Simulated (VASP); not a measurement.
Wanted: the native input for a VASP 6.6.1 run.

```yaml
Task: single point
Functional: PBE
Potentials_or_basis: VASP PAW PBE potentials, release 64 (Lu, O, I)
Cutoff: 520 eV
k_mesh: 3 × 2 × 3
Occupations: methfessel-paxton, width 0.15 eV
Spin: no spin polarisation
Dipole_correction: no
Further_INCAR_settings: ALGO = Normal; EDIFF = 1e-06; NBANDS = 47
```

The structure of LuIO lies in POSCAR:

```
LuIO
1.0
    4.3865750000     -0.0319440000     -0.4507600000
    0.2331900000      6.7741720000     -0.8713570000
    0.4089660000      0.3964610000      5.1457830000
Lu O I
2 2 2
Direct
    0.5321655581      0.5031434114      0.4215407996
    0.9337405663      0.1254941244      0.7700420094
    0.4812134289      0.2968575052      0.8408571893
   -0.0139038251      0.7439048324      0.5337412003
    0.3660772786      0.9674863888      0.2565088795
    0.9460613068      0.6519566558      0.9621664167
```

These files were run (other wordings do the same):

INCAR

```
SYSTEM = LuIO
PREC     = Accurate       ! precision mode
ENCUT    = 520            ! plane-wave cutoff, eV
EDIFF    = 1E-6           ! SCF threshold, eV
ISMEAR   = 1              ! smearing method
SIGMA    = 0.15           ! smearing width, eV
LREAL    = .False.        ! projectors in reciprocal space
LASPH    = .True.         ! aspherical terms in the spheres
NELM     = 100            ! most SCF steps
ALGO     = Normal         ! electronic algorithm
ISIF     = 2              ! what is computed and relaxed
LWAVE    = .False.        ! write WAVECAR
LCHARG   = .False.        ! write CHGCAR
GGA      = PE             ! functional
NBANDS   = 47             ! bands
```

KPOINTS

```
regular mesh
0
Gamma
  3 2 3
  0 0 0
```

Potentials or basis: VASP PAW PBE potentials, release 64 (Lu, O, I).

Launch:

```sh
$ cat potpaw_PBE.64/Lu/POTCAR potpaw_PBE.64/O/POTCAR potpaw_PBE.64/I/POTCAR > POTCAR
$ mpirun -np 1 vasp_std > vasp.out
```

It gave:

```json
{
  "Pressure": "-7.9 GPa",
  "Largest force": "2.277 eV/Å",
  "Band gap on the k mesh": "0.05 eV, indirect (least direct gap 0.22 eV)"
}
```

Caveat: the k points lie up to 0.48 Å⁻¹ apart; spin-orbit coupling is left out, which moves the levels of the heavy elements.

Wall time 53 s on 1 thread of Intel(R) Xeon(R) 6975P-C (Granite Rapids) (shared host), peak memory 0.3 GiB.
